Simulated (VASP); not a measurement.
# CaF2 (Fluorite) (Fm-3m) in VASP: further runs, part 3 of 3

VASP 6.6.1. The steps go on from the part before.

### 7 Single point, PBEsol

This run uses another cell than the first one, of 14.39 Å³/atom, 1.104 times its volume.

Input file INCAR:

```
PREC = Accurate
ENCUT = 600
EDIFF = 1E-6
ISMEAR = 0
SIGMA = 0.01
LREAL = False
LASPH = True
NELM = 120
ALGO = Normal
ISIF = 2
LWAVE = False
LCHARG = False
GGA = PS
NBANDS = 19
GGA_COMPAT = False
```

Input file KPOINTS:

```
Automatic mesh
0
Gamma
  6 6 6
```

Input file POSCAR:

```
CaF2
1.0
    0.0000000000      2.7845626180      2.7845626180
    2.7845626180      0.0000000000      2.7845626180
    2.7845626180      2.7845626180      0.0000000000
Ca F
1 2
Direct
    0.0000000000      0.0000000000      0.0000000000
    0.2500000000      0.2500000000      0.2500000000
    0.7500000000      0.7500000000      0.7500000000
```

Potentials or basis: VASP PAW PBE potentials, release 64 (Ca_sv, F).

On the command line:

```console
$ cat potpaw_PBE.64/Ca_sv/POTCAR potpaw_PBE.64/F/POTCAR > POTCAR
$ mpirun -np 1 vasp_std > vasp.out
```

OUTCAR:

```text
PREC = Accurate
   ENCUT = 600
   EDIFF = 1E-6
   ISMEAR = 0
   LREAL = False
   LASPH = True
   NELM = 120
   ISIF = 2
   GGA = PS

 ion  position               nearest neighbor table
   1  0.000  0.000  0.000-   3 2.41   3 2.41   3 2.41   2 2.41   3 2.41   2 2.41   2 2.41   2 2.41

   2  0.250  0.250  0.250-   1 2.41   1 2.41   1 2.41   1 2.41
   3  0.750  0.750  0.750-   1 2.41   1 2.41   1 2.41   1 2.41

  LATTYP: Found a face centered cubic cell.
 ALAT       =     5.5691252360

  Lattice vectors:

 A1 = (   0.0000000000,   2.7845626180,   2.7845626180)
 A2 = (   2.7845626180,   0.0000000000,   2.7845626180)
 A3 = (   2.7845626180,   2.7845626180,   0.0000000000)

Analysis of symmetry for initial positions (statically):
=====================================================================
 Subroutine PRICEL returns:
 Original cell was already a primitive cell.

 Routine SETGRP: Setting up the symmetry group for a
 face centered cubic supercell.

 Subroutine GETGRP returns: Found 48 space group operations
[... 9 lines left out ...]

 Routine SETGRP: Setting up the symmetry group for a
 face centered cubic supercell.

 Subroutine GETGRP returns: Found 48 space group operations
 (whereof 48 operations were pure point group operations)
 out of a pool of 48 trial point group operations.

The dynamic configuration has the point symmetry O_h .

 Subroutine INISYM returns: Found 48 space group operations
 (whereof 48 operations are pure point group operations),
 and found     1 'primitive' translations

----------------------------------------------------------------------------------------

                                     Primitive cell

  volume of cell :      43.1818

  direct lattice vectors                    reciprocal lattice vectors
     0.000000000  2.784562618  2.784562618    -0.179561414  0.179561414  0.179561414
     2.784562618  0.000000000  2.784562618     0.179561414 -0.179561414  0.179561414
     2.784562618  2.784562618  0.000000000     0.179561414  0.179561414 -0.179561414

  length of vectors
     3.937966220  3.937966220  3.937966220     0.311009491  0.311009491  0.311009491

  position of ions in fractional coordinates (direct lattice)
     0.000000000  0.000000000  0.000000000
     0.250000000  0.250000000  0.250000000
     0.750000000  0.750000000  0.750000000

  ion indices of the primitive-cell ions
   primitive index   ion index
                 1           1
                 2           2
                 3           3

----------------------------------------------------------------------------------------

 KPOINTS: Automatic mesh

Automatic generation of k-mesh.
 Grid dimensions read from file:
 generate k-points for:    6    6    6

 Generating k-lattice:

  Cartesian coordinates                     Fractional coordinates (reciprocal lattice)
    -0.029926902  0.029926902  0.029926902     0.166666667  0.000000000  0.000000000
     0.029926902 -0.029926902  0.029926902     0.000000000  0.166666667  0.000000000
     0.029926902  0.029926902 -0.029926902     0.000000000  0.000000000  0.166666667

  Length of vectors
     0.051834915  0.051834915  0.051834915

  Shift w.r.t. Gamma in fractional coordinates (k-lattice)
     0.000000000  0.000000000  0.000000000

 Subroutine IBZKPT returns following result:
 ===========================================

 Found     16 irreducible k-points:

 Following reciprocal coordinates:
            Coordinates               Weight
  0.000000  0.000000  0.000000      1.000000
  0.166667  0.000000  0.000000      8.000000
  0.333333  0.000000  0.000000      8.000000
  0.500000  0.000000  0.000000      4.000000
  0.166667  0.166667  0.000000      6.000000
  0.333333  0.166667  0.000000     24.000000
[... 8 lines left out ...]
 -0.333333  0.333333  0.166667     24.000000
 -0.333333  0.500000  0.166667     12.000000
   k-points           NKPTS =     16   k-points in BZ     NKDIM =     16   number of bands    NBANDS=     19
   number of dos      NEDOS =    301   number of ions     NIONS =      3
   total plane-waves  NPLWV =  32768
   dimension x,y,z NGX =    32 NGY =   32 NGZ =   32
   dimension x,y,z NGXF=    64 NGYF=   64 NGZF=   64
   ions per type =               1   2
   NGX,Y,Z   is equivalent  to a cutoff of  13.51, 13.51, 13.51 a.u.
   NGXF,Y,Z  is equivalent  to a cutoff of  27.02, 27.02, 27.02 a.u.
 SYSTEM =  unknown system
   PREC   = accura    normal or accurate (medium, high low for compatibility)
   ISTART =      0    job   : 0-new  1-cont  2-samecut
   ICHARG =      2    charge: 1-file 2-atom 10-const
   ISPIN  =      1    spin polarized calculation?
   LNONCOLLINEAR =      F non collinear calculations
   LSORBIT =      F    spin-orbit coupling
   LASPH  =      T    aspherical Exc in radial PAW
   ENCUT  =  600.0 eV  44.10 Ry    6.64 a.u.   7.87  7.87  7.87*2*pi/ulx,y,z
   NELM   =    120;   NELMIN=  2; NELMDL= -5     # of ELM steps
   EDIFF  = 0.1E-05   stopping-criterion for ELM
   LREAL  =      F    real-space projection
   EDIFFG = 0.1E-04   stopping-criterion for IOM
   NSW    =      0    number of steps for IOM
   IBRION =     -1    ionic relax: 0-MD 1-quasi-New 2-CG
   NFREE  =      0    steps in history (QN), initial steepest desc. (CG)
   ISIF   =      2    stress and relaxation
   ISYM   =      2    0-nonsym 1-usesym 2-fastsym
   POTIM  = 0.5000    time-step for ionic-motion
   TEBEG  =    0.0;   TEEND  =   0.0 temperature during run
   PSTRESS=    0.0 pullay stress
   NELECT =      24.0000    total number of electrons
   NUPDOWN=      -1.0000    fix difference up-down
   EMIN   =  10.00;   EMAX   =-10.00  energy-range for DOS
   EFERMI =   0.00;   METHOD = LEGACY
   ISMEAR =     0;   SIGMA  =   0.01  broadening in eV -4-tet -1-fermi 0-gaus
   EFERMI_NEDOS =   21; number of points for ismear=-14 and -15
   IALGO  =     38    algorithm
   IMIX   =      4    mixing-type and parameters
     AMIX     =   0.40;   BMIX     =  1.00
     AMIX_MAG =   1.60;   BMIX_MAG =  1.00
  volume/ion in A,a.u.               =      14.39        97.14
  Fermi-wavevector in a.u.,A,eV,Ry     =   1.346000  2.543570 24.649877  1.811715
  Thomas-Fermi vector in A             =   2.473867
   LORBIT       =      0    0 simple, 1 ext, 2 COOP (PROOUT), +10 PAW based schemes
   GGA     = PS    functional components
   LHFCALC =     F    Hartree Fock is set to
   AEXX    =    0.0000 exact exchange contribution
   IVDW    =     0    specifies the selected vdW correction
   LEPSILON=     F    determine dielectric tensor
   LRPA    =     F    only Hartree local field effects (RPA)
 non-spin polarized calculation
 Gauss-broadening in eV      SIGMA  =   0.01
  energy-cutoff  :      600.00
  volume of cell :       43.18
 maximum number of plane-waves:      1459
   NGX = 15   NGY = 15   NGZ = 15

 number of electron      24.0000019 magnetization

 Free energy of the ion-electron system (eV)
  ---------------------------------------------------
  ext. energy  EPLUGINS =         0.00000000
  ---------------------------------------------------
  free energy    TOTEN  =       -17.85018827 eV

  energy without entropy =      -17.85018827  energy(sigma->0) =      -17.85018827

 E-fermi :  -1.2534     XC(G=0):  -9.5991

 val. band max:       -1.3813803170   @ k =   0.5000   0.5000   0.0000
 cond. band min:       5.3883187649   @ k =   0.0000   0.0000   0.0000
 fundamental gap:      6.7696990820
 Fermi energy:        -1.2534369331

 k-point     1 :       0.0000    0.0000    0.0000
  band No.  band energies     occupation
      1     -37.4772      2.00000
      2     -21.0636      2.00000
      3     -20.3622      2.00000
      4     -18.4991      2.00000
      5     -18.4991      2.00000
      6     -18.4991      2.00000
[... 11 lines left out ...]
     18       9.3915      0.00000
     19      14.9008      0.00000

 k-point     2 :       0.1667    0.0000    0.0000
  band No.  band energies     occupation
      1     -37.4710      2.00000
      2     -21.1223      2.00000
      3     -20.4262      2.00000
      4     -18.5075      2.00000
      5     -18.5075      2.00000
      6     -18.3883      2.00000
[... 300 lines left out ...]
 k-point    16 :      -0.3333    0.5000    0.1667
  band No.  band energies     occupation
      1     -37.4439      2.00000
      2     -21.2161      2.00000
      3     -20.8563      2.00000
      4     -18.5841      2.00000
      5     -18.3664      2.00000
      6     -18.0298      2.00000
[... 11 lines left out ...]
     18      12.4442      0.00000
     19      12.5659      0.00000

------------------------ aborting loop because EDIFF is reached ----------------------------------------

  FORCE on cell =-STRESS in cart. coord.  units (eV):
  Direction    XX          YY          ZZ          XY          YZ          ZX
  --------------------------------------------------------------------------------------
  -------------------------------------------------------------------------------------
  Total       -1.5454615     -1.5454615     -1.5454615     -0.0000000      0.0000000     -0.0000000
  in kB      -57.3413357    -57.3413357    -57.3413357     -0.0000000      0.0000000     -0.0000000
  external PRESSURE =     -57.3413357 kB  Pullay stress =       0.0000000 kB

 VOLUME and BASIS-vectors are now :
 -----------------------------------------------------------------------------
  energy-cutoff  :      600.00
  volume of cell :       43.18
      direct lattice vectors                 reciprocal lattice vectors
     0.000000000  2.784562618  2.784562618    -0.179561414  0.179561414  0.179561414
     2.784562618  0.000000000  2.784562618     0.179561414 -0.179561414  0.179561414
     2.784562618  2.784562618  0.000000000     0.179561414  0.179561414 -0.179561414

 POSITION                                       TOTAL-FORCE (eV/Angst)
 -----------------------------------------------------------------------------------
      0.00000      0.00000      0.00000        -0.000000     -0.000000     -0.000000
      1.39228      1.39228      1.39228         0.000000      0.000000      0.000000
      4.17684      4.17684      4.17684        -0.000000     -0.000000     -0.000000
 -----------------------------------------------------------------------------------
    total drift:                                0.000000     -0.000000      0.000000

  FREE ENERGIE OF THE ION-ELECTRON SYSTEM (eV)
  ---------------------------------------------------
  free  energy   TOTEN  =       -17.8501882686 eV

  energy  without entropy=      -17.8501882686  energy(sigma->0) =      -17.85018827
```

OSZICAR:

```text
N       E                     dE             d eps       ncg     rms          rms(c)
DAV:   1     0.221345363968E+03    0.22135E+03   -0.14562E+04   608   0.142E+03
DAV:   2    -0.605679968157E+01   -0.22740E+03   -0.22012E+03   698   0.357E+02
DAV:   3    -0.185018800319E+02   -0.12445E+02   -0.12379E+02   704   0.865E+01
DAV:   4    -0.189444401229E+02   -0.44256E+00   -0.44115E+00   951   0.128E+01
DAV:   5    -0.189480070580E+02   -0.35669E-02   -0.35658E-02   685   0.131E+00    0.743E+00
DAV:   6    -0.178500532145E+02    0.10980E+01   -0.46445E+00   656   0.146E+01    0.309E+00
DAV:   7    -0.178359483052E+02    0.14105E-01   -0.10677E-01   716   0.328E+00    0.172E+00
DAV:   8    -0.178466919513E+02   -0.10744E-01   -0.36869E-02   704   0.216E+00    0.215E-01
DAV:   9    -0.178492420907E+02   -0.25501E-02   -0.80201E-03   715   0.624E-01    0.136E-01
DAV:  10    -0.178501734919E+02   -0.93140E-03   -0.20013E-03   637   0.375E-01    0.219E-02
DAV:  11    -0.178501816858E+02   -0.81939E-05   -0.53642E-05   707   0.729E-02    0.780E-03
DAV:  12    -0.178501884675E+02   -0.67817E-05   -0.12865E-05   653   0.248E-02    0.311E-03
DAV:  13    -0.178501882686E+02    0.19885E-06   -0.15444E-06   574   0.963E-03
   1 F= -.17850188E+02 E0= -.17850188E+02  d E =-.634185E-75
```

stdout:

```text
POSCAR found type information on POSCAR CaF
 POSCAR found :  2 types and       3 ions
 scaLAPACK will be used
 -----------------------------------------------------------------------------
|                                                                             |
|                                                                             |
|     You enforced a specific xc type in the INCAR file but a different       |
|     I HOPE YOU KNOW WHAT YOU ARE DOING!                                     |
|                                                                             |
 -----------------------------------------------------------------------------

 LDA part: xc-table for (Slater+PW92), standard interpolation
 POSCAR, INCAR and KPOINTS ok, starting setup
 FFT: planning ... GRIDC
 FFT: planning ... GRID_SOFT
 FFT: planning ... GRID
 WAVECAR not read
 entering main loop
```

It took 28 s on 1 thread of Intel Xeon 8259CL, shared host; peak memory 0.18 GiB.

Results:

| Item | Value |
| --- | --- |
| Free energy | -17.8502 eV |
| Pressure | -5.7 GPa |
| Band gap on the k mesh | 6.77 eV, indirect (least direct gap 7.02 eV) |

Levels at points of the mesh, in eV from the valence-band top:
| k point | band 9 | band 10 | band 11 | band 12 | band 13 | band 14 | band 15 | band 16 |
| --- | --- | --- | --- | --- | --- | --- | --- | --- |
| (0.00, 0.00, 0.00) | -1.97 | -0.25 | -0.25 | -0.25 | 6.77 | 8.90 | 8.90 | 10.77 |
| (0.50, 0.00, 0.00) | -1.24 | -1.18 | -0.81 | -0.81 | 9.09 | 9.09 | 9.33 | 10.26 |
| (0.50, 0.50, 0.00) | -1.58 | -0.34 | -0.34 | 0.00 | 7.86 | 9.14 | 9.76 | 10.47 |

Caveat: the PAW data sets were made with another functional, which shifts forces and pressure a little. A k mesh can miss the band edges.

### 8 The runs side by side

| cell | gap on the mesh (eV) | pressure (GPa) |
| --- | --- | --- |
| a = 3.810 Å, angles 60.0°, 3 atoms | 7.33 | 1.9 |
| a = 3.836 Å, angles 60.0°, 3 atoms | 7.21 | 0.0 |
| a = 3.862 Å, angles 60.0°, 3 atoms | 7.09 | -1.7 |
| a = 3.888 Å, angles 60.0°, 3 atoms | 6.98 | -3.2 |
| a = 3.913 Å, angles 60.0°, 3 atoms | 6.87 | -4.5 |
| a = 3.938 Å, angles 60.0°, 3 atoms | 6.77 | -5.7 |

Alike in all rows: task single point; level PBEsol; potentials or basis VASP PAW PBE potentials, release 64 (Ca_sv, F); no spin polarisation; k mesh 6 × 6 × 6; cutoff (eV) 600; smearing gaussian 0.01 eV.

Caveats: the PAW data sets were made with another functional, which shifts forces and pressure a little.

Total energies depend on the potentials used, so only differences within one code and one set of settings carry meaning.
